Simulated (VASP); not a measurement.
Wanted: the native input for a VASP 6.6.1 run.

```yaml
Task: single point
Functional: PBEsol
Potentials_or_basis: VASP PAW PBE potentials, release 64 (Ga_d, N)
Cutoff: 520 eV
k_mesh: 8 × 8 × 4
Occupations: gaussian, width 0.01 eV
Spin: no spin polarisation
Dipole_correction: no
Further_INCAR_settings: ALGO = Normal; EDIFF = 1e-07; NBANDS = 26
```

The structure of GaN lies in POSCAR:

```
GaN
1.0
    3.1666616137      0.0000000000      0.0000000000
   -1.5833308068      2.7424094026      0.0000000000
    0.0000000000      0.0000000000      5.1594828061
Ga N
2 2
Direct
    0.3333333333      0.6666666667     -0.0007804953
    0.6666666667      0.3333333333      0.4992195047
    0.3333333333      0.6666666667      0.3757804953
    0.6666666667      0.3333333333      0.8757804953
```

These files were run (other wordings do the same):

INCAR

```
ALGO     = Normal         # electronic algorithm
EDIFF    = 1E-7           # SCF threshold, eV
ENCUT    = 520            # plane-wave cutoff, eV
GGA      = PS             # functional
ISIF     = 2              # what is computed and relaxed
ISMEAR   = 0              # smearing method
LASPH    = True           # aspherical terms in the spheres
LCHARG   = True           # write CHGCAR
LELF     = True           # ELF
LREAL    = False          # projectors in reciprocal space
LVHAR    = True         
LWAVE    = False          # write WAVECAR
NBANDS   = 26             # bands
NELM     = 60             # most SCF steps
PREC     = Accurate       # precision mode
SIGMA    = 0.01           # smearing width, eV
```

KPOINTS

```
k-points
0
Gamma
  8 8 4
```

Potentials or basis: VASP PAW PBE potentials, release 64 (Ga_d, N).

Command:

```sh
$ cat potpaw_PBE.64/Ga_d/POTCAR potpaw_PBE.64/N/POTCAR > POTCAR
$ mpirun -np 1 vasp_std > vasp.out
```

Results of the run:

The pressure is 2.7 GPa. The band gap on the k mesh is 1.99 eV, direct.

Caveat: the PAW data sets were made with another functional, which shifts forces and pressure a little.

It took 17 s on 1 thread of Intel(R) Xeon(R) 6975P-C (Granite Rapids) (shared host), peak memory 0.17 GiB.
